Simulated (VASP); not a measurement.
# Sc4BP3: single point with PBE

The system is Sc4BP3.

```
Sc B P
1.0
     3.70727    0.00000    0.00000
     0.00000    3.70727    0.00000
     0.00000    0.00000   10.41299
Sc B P
4 1 3
Direct
  0.00000 0.00000 0.75756
  0.00000 0.00000 0.24244
  0.50000 0.50000 0.00000
  0.50000 0.50000 0.50000
  0.00000 0.00000 0.00000
  0.00000 0.00000 0.50000
  0.50000 0.50000 0.75158
  0.50000 0.50000 0.24842
```

```yaml
Program: VASP 6.6.1
Task: single point
Functional: PBE
Potentials_or_basis: VASP PAW PBE potentials, release 64 (Sc_sv, B, P)
Cutoff: 520 eV
k_mesh: 5 × 5 × 2
Occupations: gaussian, width 0.2 eV
Spin: no spin polarisation
```

```yaml
Pressure: 0.2 GPa
Largest_force: 0.007 eV/Å
Band_gap_on_the_k_mesh: zero (bands 31 and 32 overlap by 0.69 eV)
```

Forces in eV/Å, atoms in the order of the input:
```
Sc   0.000  0.000 -0.007
Sc   0.000  0.000  0.007
Sc   0.000  0.000  0.000
Sc   0.000  0.000  0.000
B    0.000  0.000  0.000
P    0.000  0.000  0.000
P    0.000  0.000 -0.004
P    0.000  0.000  0.004
```

Stress tensor (GPa, compression positive):
```
0.06 0.00 0.00
0.00 0.06 0.00
0.00 0.00 0.35
```

Levels at points of the mesh, in eV from the Fermi level:
| k point | band 27 | band 28 | band 29 | band 30 | band 31 | band 32 | band 33 | band 34 | band 35 | band 36 |
| --- | --- | --- | --- | --- | --- | --- | --- | --- | --- | --- |
| (0.00, 0.00, 0.00) | -0.39 | -0.28 | 0.37 | 0.38 | 0.38 | 0.70 | 1.58 | 1.58 | 1.74 | 1.82 |
| (0.00, 0.00, 0.50) | -0.28 | -0.19 | -0.02 | 0.09 | 0.34 | 0.34 | 1.00 | 1.18 | 1.18 | 1.71 |

Wall time 46 s on 1 thread of AMD EPYC 9R45 96-Core Processor (Zen 5), with other jobs on the host, peak memory 0.22 GiB.
